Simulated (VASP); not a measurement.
# Na (Im-3m) in VASP: notebook, part 2 of 2

VASP 6.6.1.

## 3. Single point, r2SCAN

Contents of POSCAR:

```
Na
1.0
   -2.1125000000      2.1125000000      2.1125000000
    2.1125000000     -2.1125000000      2.1125000000
    2.1125000000      2.1125000000     -2.1125000000
Na
1
Direct
    0.0000000000      0.0000000000      0.0000000000
```

Contents of INCAR.step1:

```
PREC = Accurate
ENCUT = 520
ISMEAR = -1
SIGMA = 0.1
LREAL = F
LASPH = T
NELM = 100
NBANDS = 10
GGA = PE
ALGO = Normal
EDIFF = 1E-4
LWAVE = T
LCHARG = F
```

Contents of INCAR.step2:

```
PREC = Accurate
ENCUT = 520
EDIFF = 1E-6
ISMEAR = -1
SIGMA = 0.1
LREAL = F
LASPH = T
NELM = 100
ALGO = Normal
ISIF = 2
LWAVE = F
LCHARG = F
METAGGA = R2SCAN
LMIXTAU = T
NBANDS = 10
ISTART = 1
```

Contents of KPOINTS:

```
regular mesh
0
Gamma
  2 2 2
```

Potentials or basis: VASP PAW PBE potentials, release 64 (Na_pv).

Launch:

```console
> cat potpaw_PBE.64/Na_pv/POTCAR > POTCAR
> cp INCAR.step1 INCAR
> mpirun -np 1 vasp_std > vasp.out
> cp INCAR.step2 INCAR
> mpirun -np 1 vasp_std > vasp.out
```

OUTCAR:

```text
PREC = Accurate
   ENCUT = 520
   EDIFF = 1E-6
   ISMEAR = -1
   LREAL = F
   LASPH = T
   NELM = 100
   ISIF = 2
   METAGGA = R2SCAN
   ISTART = 1

 ion  position               nearest neighbor table
   1  0.000  0.000  0.000-

  LATTYP: Found a body centered cubic cell.
 ALAT       =     4.2250000000

  Lattice vectors:

 A1 = (  -2.1125000000,   2.1125000000,   2.1125000000)
 A2 = (   2.1125000000,  -2.1125000000,   2.1125000000)
 A3 = (   2.1125000000,   2.1125000000,  -2.1125000000)

Analysis of symmetry for initial positions (statically):
=====================================================================
 Subroutine PRICEL returns:
 Original cell was already a primitive cell.

 Routine SETGRP: Setting up the symmetry group for a
 body centered cubic supercell.

 Subroutine GETGRP returns: Found 48 space group operations
 (whereof 48 operations were pure point group operations)
 out of a pool of 48 trial point group operations.

The static configuration has the point symmetry O_h .

Analysis of symmetry for dynamics (positions and initial velocities):
=====================================================================
 Subroutine PRICEL returns:
 Original cell was already a primitive cell.

 Routine SETGRP: Setting up the symmetry group for a
 body centered cubic supercell.

 Subroutine GETGRP returns: Found 48 space group operations
 (whereof 48 operations were pure point group operations)
 out of a pool of 48 trial point group operations.

The dynamic configuration has the point symmetry O_h .

 Subroutine INISYM returns: Found 48 space group operations
 (whereof 48 operations are pure point group operations),
 and found     1 'primitive' translations

----------------------------------------------------------------------------------------

                                     Primitive cell
[... 89 lines left out ...]
  Fermi-wavevector in a.u.,A,eV,Ry     =   0.933879  1.764776 11.866059  0.872131
  Thomas-Fermi vector in A             =   2.060627
   LORBIT       =      0    0 simple, 1 ext, 2 COOP (PROOUT), +10 PAW based schemes
   METAGGA = R2SCAN    functional components
   LHFCALC =     F    Hartree Fock is set to
   AEXX    =    0.0000 exact exchange contribution
   IVDW    =     0    specifies the selected vdW correction
   LEPSILON=     F    determine dielectric tensor
   LRPA    =     F    only Hartree local field effects (RPA)
 non-spin polarized calculation
  energy-cutoff  :      520.00
  volume of cell :       37.71
 maximum number of plane-waves:      1048
 NGX is ok and might be reduce to    28
   NGX = 13   NGY = 13   NGZ = 13

 number of electron       7.0000011 magnetization

 Free energy of the ion-electron system (eV)
  ---------------------------------------------------
  ext. energy  EPLUGINS =         0.00000000
  ---------------------------------------------------
  free energy    TOTEN  =        -2.63135007 eV

  energy without entropy =       -2.52635665  energy(sigma->0) =       -2.57885336

 E-fermi :   1.0177     XC(G=0):  -6.8481

 val. band max:       -3.1174435851   @ k =   0.0000   0.0000   0.0000
 cond. band min:       1.0180285735   @ k =   0.5000   0.0000   0.0000
 fundamental gap:      4.1354721586
 Fermi energy:         1.0176913435

 k-point     1 :       0.0000    0.0000    0.0000
  band No.  band energies     occupation
      1     -25.8053      2.00000
      2     -25.8053      2.00000
      3     -25.8050      2.00000
      4      -3.1174      2.00000
      5      12.5923      0.00000
      6      12.5935      0.00000
      7      12.5935      0.00000
      8      13.7279      0.00000
      9      13.7279      0.00000
     10      14.2690      0.00000
[... 14 lines left out ...]
 k-point     3 :       0.5000    0.5000    0.5000
  band No.  band energies     occupation
      1     -25.8289      2.00000
      2     -25.8289      2.00000
      3     -25.8286      2.00000
      4       4.9058      0.00000
      5       4.9058      0.00000
      6       5.5519      0.00000
      7       5.5524      0.00000
      8       5.5524      0.00000
      9       9.0674      0.00000
     10      20.6111      0.00000

------------------------ aborting loop because EDIFF is reached ----------------------------------------

  FORCE on cell =-STRESS in cart. coord.  units (eV):
  Direction    XX          YY          ZZ          XY          YZ          ZX
  --------------------------------------------------------------------------------------
  -------------------------------------------------------------------------------------
  Total        0.4859592      0.4859592      0.4859592     -0.0000000     -0.0000000      0.0000000
  in kB       20.6471584     20.6471584     20.6471584     -0.0000000     -0.0000000      0.0000000
  external PRESSURE =      20.6471584 kB  Pullay stress =       0.0000000 kB

 VOLUME and BASIS-vectors are now :
 -----------------------------------------------------------------------------
  energy-cutoff  :      520.00
  volume of cell :       37.71
      direct lattice vectors                 reciprocal lattice vectors
    -2.112500000  2.112500000  2.112500000     0.000000000  0.236686391  0.236686391
     2.112500000 -2.112500000  2.112500000     0.236686391  0.000000000  0.236686391
     2.112500000  2.112500000 -2.112500000     0.236686391  0.236686391  0.000000000

 POSITION                                       TOTAL-FORCE (eV/Angst)
 -----------------------------------------------------------------------------------
      0.00000      0.00000      0.00000         0.000000      0.000000      0.000000
 -----------------------------------------------------------------------------------
    total drift:                               -0.000000     -0.000000     -0.000000

  FREE ENERGIE OF THE ION-ELECTRON SYSTEM (eV)
  ---------------------------------------------------
  free  energy   TOTEN  =        -2.6313500667 eV

  energy  without entropy=       -2.5263566456  energy(sigma->0) =       -2.57885336
```

Run time: 16 s. Hardware: 1 thread of Intel Xeon 8259CL, shared host; peak memory 0.15 GiB.

Results:

- Free energy: -2.6314 eV
- Pressure: 2.1 GPa
- Band gap on the k mesh: zero (an odd number of electrons rules out a gap without spin polarisation)

Levels at points of the mesh, in eV from the Fermi level:
```tsv
k point	band 1	band 2	band 3	band 4	band 5	band 6	band 7	band 8
(0.00, 0.00, 0.00)	-26.82	-26.82	-26.82	-4.14	11.57	11.58	11.58	12.71
(0.50, 0.00, 0.00)	-26.86	-26.83	-26.82	0.00	0.71	7.84	9.14	9.20
(0.50, 0.50, 0.50)	-26.85	-26.85	-26.85	3.89	3.89	4.53	4.53	4.53
```

Caveat: the k points lie up to 1.05 Å⁻¹ apart, too coarse for converged energies and pressures of a metal; the PAW data sets were made with another functional, which shifts forces and pressure a little.

## 4. Single point, r2SCAN

POSCAR is that of step 3.

Contents of INCAR.step1:

```
PREC     = Accurate       # precision mode
ENCUT    = 520            # plane-wave cutoff, eV
ISMEAR   = -1             # smearing method
SIGMA    = 0.1            # smearing width, eV
LREAL    = F              # projectors in reciprocal space
LASPH    = T              # aspherical terms in the spheres
NELM     = 80             # most SCF steps
NBANDS   = 10             # bands
GGA      = PE             # functional
ALGO     = Normal         # electronic algorithm
EDIFF    = 1E-4           # SCF threshold, eV
LWAVE    = T              # write WAVECAR
LCHARG   = F              # write CHGCAR
```

Contents of INCAR.step2:

```
PREC     = Accurate       # precision mode
ENCUT    = 520            # plane-wave cutoff, eV
EDIFF    = 1E-6           # SCF threshold, eV
ISMEAR   = -1             # smearing method
SIGMA    = 0.1            # smearing width, eV
LREAL    = F              # projectors in reciprocal space
LASPH    = T              # aspherical terms in the spheres
NELM     = 80             # most SCF steps
ALGO     = Normal         # electronic algorithm
ISIF     = 2              # what is computed and relaxed
LWAVE    = F              # write WAVECAR
LCHARG   = F              # write CHGCAR
METAGGA  = R2SCAN         # meta-GGA
LMIXTAU  = T            
NBANDS   = 10             # bands
ISTART   = 1
```

Contents of KPOINTS:

```
Automatic mesh
0
Gamma
  3 3 3
```

Launch:

```console
> cat potpaw_PBE.64/Na_pv/POTCAR > POTCAR
> cp INCAR.step1 INCAR
> mpirun -np 1 vasp_std > vasp.out
> cp INCAR.step2 INCAR
> mpirun -np 1 vasp_std > vasp.out
```

Run time: 18 s. Hardware: 1 thread of Intel Xeon 8259CL, shared host; peak memory 0.15 GiB.

The run converged. Its results:

- Free energy: -3.7136 eV
- Pressure: -0.3 GPa
- Band gap on the k mesh: zero (an odd number of electrons rules out a gap without spin polarisation)

Levels at points of the mesh, in eV from the Fermi level:
```tsv
k point	band 1	band 2	band 3	band 4	band 5	band 6
(0.00, 0.00, 0.00)	-26.31	-26.31	-26.31	-3.74	11.99	11.99
```

Caveat: the k points lie up to 0.70 Å⁻¹ apart, too coarse for converged energies and pressures of a metal; the PAW data sets were made with another functional, which shifts forces and pressure a little.

## 5. Summary

| k mesh | gap on the mesh (eV) | pressure (GPa) |
| --- | --- | --- |
| 17 × 17 × 17 | none | 0.1 |
| 2 × 2 × 2 | none | 2.1 |
| 3 × 3 × 3 | none | -0.3 |

Alike in all rows: task single point; level r2SCAN; potentials or basis VASP PAW PBE potentials, release 64 (Na_pv); no spin polarisation; cell as given; cutoff (eV) 520; smearing fermi-dirac 0.1 eV.

Caveats: some runs use coarse meshes; the PAW data sets were made with another functional, which shifts forces and pressure a little.

Absolute energies hang on the potentials; compare differences alone.
